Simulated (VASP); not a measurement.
Here is a VASP 6.6.1 calculation.

The input INCAR:

```
SYSTEM = MgF2
  ALGO = Normal
  EDIFF = 1E-6
  ENCUT = 600
  GGA = CA
  GGA_COMPAT = .False.
  ISIF = 2
  ISMEAR = -1
  LASPH = .True.
  LCHARG = .False.
  LREAL = .False.
  LWAVE = .False.
  NBANDS = 25
  NELM = 120
  PREC = Accurate
  SIGMA = 0.1
```

File KPOINTS:

```
k-points
0
Gamma
  7 7 10
  0 0 0
```

The input POSCAR:

```
MgF2
1.0
    4.4568346157      0.0000000000      0.0000000000
    0.0000000000      4.4568346157      0.0000000000
    0.0000000000      0.0000000000      2.9588684384
Mg F
2 4
Direct
    0.0000000000      0.0000000000      0.0000000000
    0.5000000000      0.5000000000      0.5000000000
    0.3021189815      0.3021189815      0.0000000000
    0.6978810185      0.6978810185      0.0000000000
    0.8021189815      0.1978810185      0.5000000000
    0.1978810185      0.8021189815      0.5000000000
```

Potentials or basis: VASP PAW LDA potentials, release 64 (Mg, F).

Run with:

```bash
$ cat potpaw_LDA.64/Mg/POTCAR potpaw_LDA.64/F/POTCAR > POTCAR
$ mpirun -np 1 vasp_std > vasp.out
```

Task: Estimate the pressure.

Result: 5.9 GPa.

Task: Estimate the band gap on the k mesh.

Result: 7.50 eV, direct.

Stress tensor (GPa, compression positive):
```
5.75 0.00 0.00
0.00 5.75 0.00
0.00 0.00 6.09
```

A k mesh can miss the band edges.
